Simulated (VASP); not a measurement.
Input of a VASP 6.6.1 run:

File INCAR:

```
ALGO = Normal
EDIFF = 1E-6
ENCUT = 600
GGA = PE
GGA_COMPAT = False
ISIF = 2
ISMEAR = 0
LASPH = True
LCHARG = True
LELF = True
LREAL = False
LVHAR = True
LWAVE = False
NBANDS = 11
NELM = 120
PREC = Accurate
SIGMA = 0.01
```

File KPOINTS:

```
k-points
0
Gamma
  6 6 6
```

Contents of POSCAR:

```
MgSe
1.0
    0.0000000000      2.7544736808      2.7544736808
    2.7544736808      0.0000000000      2.7544736808
    2.7544736808      2.7544736808      0.0000000000
Mg Se
1 1
Direct
    0.0000000000      0.0000000000      0.0000000000
    0.5000000000      0.5000000000      0.5000000000
```

Potentials or basis: VASP PAW PBE potentials, release 64 (Mg, Se).

The run is started by

```bash
$ cat potpaw_PBE.64/Mg/POTCAR potpaw_PBE.64/Se/POTCAR > POTCAR
$ mpirun -np 1 vasp_std > vasp.out
```

What does it give for the band gap on the k mesh?

1.74 eV, indirect (least direct gap 2.39 eV).

Estimate the pressure.

-0.1 GPa.

A k mesh can miss the band edges.
